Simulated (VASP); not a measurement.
Write the native input for VASP 6.6.1 that does the following.

* Task: single point
* Functional: PBE
* Potentials or basis: VASP PAW PBE potentials, release 64 (Hf_pv, O)
* Cutoff: 520 eV
* k mesh: 6 × 6 × 6
* Occupations: gaussian, width 0.01 eV
* Spin: no spin polarisation
* Dipole correction: no
* Further INCAR settings: ALGO = Normal; EDIFF = 1e-06; NBANDS = 56

The structure of HfO2 lies in POSCAR:

```
HfO2
1.0
    5.1616221682      0.0000000000     -0.0050336059
    0.0000000000      5.2124939765      0.0000000000
   -0.8929106187      0.0000000000      5.2775973300
Hf O
4 8
Direct
    0.2757457999      0.4571144673      0.7083712742
    0.7242542001      0.9571144673      0.7916287258
    0.7242542001      0.5428855327      0.2916287258
    0.2757457999      0.0428855327      0.2083712742
    0.4491673097      0.7427911402      0.9766639620
    0.5508326903      0.2427911402      0.5233360380
    0.5508326903      0.2572088598      0.0233360380
    0.4491673097      0.7572088598      0.4766639620
    0.0671579341      0.3286717877      0.3484072067
    0.9328420659      0.8286717877      0.1515927933
    0.9328420659      0.6713282123      0.6515927933
    0.0671579341      0.1713282123      0.8484072067
```

These files were run (other wordings do the same):

INCAR

```
PREC     = Accurate       # precision mode
ENCUT    = 520            # plane-wave cutoff, eV
EDIFF    = 1E-6           # SCF threshold, eV
ISMEAR   = 0              # smearing method
SIGMA    = 0.01           # smearing width, eV
LREAL    = F              # projectors in reciprocal space
LASPH    = T              # aspherical terms in the spheres
NELM     = 80             # most SCF steps
ALGO     = Normal         # electronic algorithm
ISIF     = 2              # what is computed and relaxed
LWAVE    = F              # write WAVECAR
LCHARG   = T              # write CHGCAR
GGA      = PE             # functional
LELF     = T              # ELF
LVHAR    = T            
NBANDS   = 56             # bands
```

KPOINTS

```
Automatic mesh
0
Gamma
  6 6 6
```

Potentials or basis: VASP PAW PBE potentials, release 64 (Hf_pv, O).

Run with:

```sh
$ cat potpaw_PBE.64/Hf_pv/POTCAR potpaw_PBE.64/O/POTCAR > POTCAR
$ mpirun -np 1 vasp_std > vasp.out
```

It gave:

```
Pressure               : -3.1 GPa
Largest force          : 0.085 eV/Å
Band gap on the k mesh : 4.00 eV (least direct gap 4.08 eV)
```

Caveat: the cell stands under tension; spin-orbit coupling is left out, which moves the levels of the heavy elements.

Wall time 9.8 min on 1 thread of Intel(R) Xeon(R) Platinum 8259CL CPU @ 2.50GHz (Skylake/Cascade Lake), on a shared host, peak memory 0.55 GiB.
